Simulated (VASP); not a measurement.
Write the native input for VASP 6.6.1 that does the following.

```
Task                   : single point
Functional             : r2SCAN
Potentials or basis    : VASP PAW PBE potentials, release 64 (Mo_sv, N)
Cutoff                 : 520 eV
k mesh                 : 15 × 15 × 6
Occupations            : fermi-dirac, width 0.1 eV
Spin                   : no spin polarisation
Dipole correction      : no
Further INCAR settings : ALGO = Normal; EDIFF = 1e-07; NBANDS = 33
```

MoN2:

```xyz
6
Lattice="3.0219 0.0000 0.0000 -1.5110 2.6171 0.0000 0.0000 0.0000 7.1034" Properties=species:S:1:pos:R:3 pbc="T T T"
Mo    0.0000    1.7447    1.7759
Mo    1.5110    0.8724    5.3276
N     0.0000    1.7447    4.2863
N     1.5110    0.8724    0.7346
N     0.0000    1.7447    6.3689
N     1.5110    0.8724    2.8171
```

The input as run:

POSCAR

```
MoN2
1.0
    3.0219440297      0.0000000000      0.0000000000
   -1.5109720149      2.6170802986      0.0000000000
    0.0000000000      0.0000000000      7.1034343913
Mo N
2 4
Direct
    0.3333333333      0.6666666667      0.2500000000
    0.6666666667      0.3333333333      0.7500000000
    0.3333333333      0.6666666667      0.6034119696
    0.6666666667      0.3333333333      0.1034119696
    0.3333333333      0.6666666667      0.8965880304
    0.6666666667      0.3333333333      0.3965880304
```

INCAR.step1

```
SYSTEM = MoN2
PREC     = Accurate       ! precision mode
ENCUT    = 520            ! plane-wave cutoff, eV
ISMEAR   = -1             ! smearing method
SIGMA    = 0.1            ! smearing width, eV
LREAL    = .FALSE.        ! projectors in reciprocal space
LASPH    = .TRUE.         ! aspherical terms in the spheres
NELM     = 100            ! most SCF steps
NBANDS   = 33             ! bands
GGA      = PE             ! functional
ALGO     = Normal         ! electronic algorithm
EDIFF    = 1E-4           ! SCF threshold, eV
LWAVE    = .TRUE.         ! write WAVECAR
LCHARG   = .FALSE.        ! write CHGCAR
```

INCAR.step2

```
SYSTEM = MoN2
PREC     = Accurate       ! precision mode
ENCUT    = 520            ! plane-wave cutoff, eV
EDIFF    = 1E-7           ! SCF threshold, eV
ISMEAR   = -1             ! smearing method
SIGMA    = 0.1            ! smearing width, eV
LREAL    = .FALSE.        ! projectors in reciprocal space
LASPH    = .TRUE.         ! aspherical terms in the spheres
NELM     = 100            ! most SCF steps
ALGO     = Normal         ! electronic algorithm
ISIF     = 2              ! what is computed and relaxed
LWAVE    = .FALSE.        ! write WAVECAR
LCHARG   = .TRUE.         ! write CHGCAR
METAGGA  = R2SCAN         ! meta-GGA
LMIXTAU  = .TRUE.       
LELF     = .TRUE.         ! ELF
LVHAR    = .TRUE.       
NBANDS   = 33             ! bands
ISTART   = 1
```

KPOINTS

```
regular mesh
0
G
  15 15 6
  0 0 0
```

Potentials or basis: VASP PAW PBE potentials, release 64 (Mo_sv, N).

Command:

```console
$ cat potpaw_PBE.64/Mo_sv/POTCAR potpaw_PBE.64/N/POTCAR > POTCAR
$ cp INCAR.step1 INCAR
$ mpirun -np 1 vasp_std > vasp.out
$ cp INCAR.step2 INCAR
$ mpirun -np 1 vasp_std > vasp.out
```

It gave:

```json
{
 "Pressure": "21.8 GPa",
 "Largest force": "0.069 eV/Å",
 "Band gap on the k mesh": "zero (bands 24 and 25 overlap by 1.82 eV)"
}
```

Caveat: the cell stands under pressure; the PAW data sets were made with another functional, which shifts forces and pressure a little.

Run time: 10 min on 1 thread of Intel(R) Xeon(R) Platinum 8259CL CPU @ 2.50GHz (Skylake/Cascade Lake), on a shared host, peak memory 0.29 GiB.
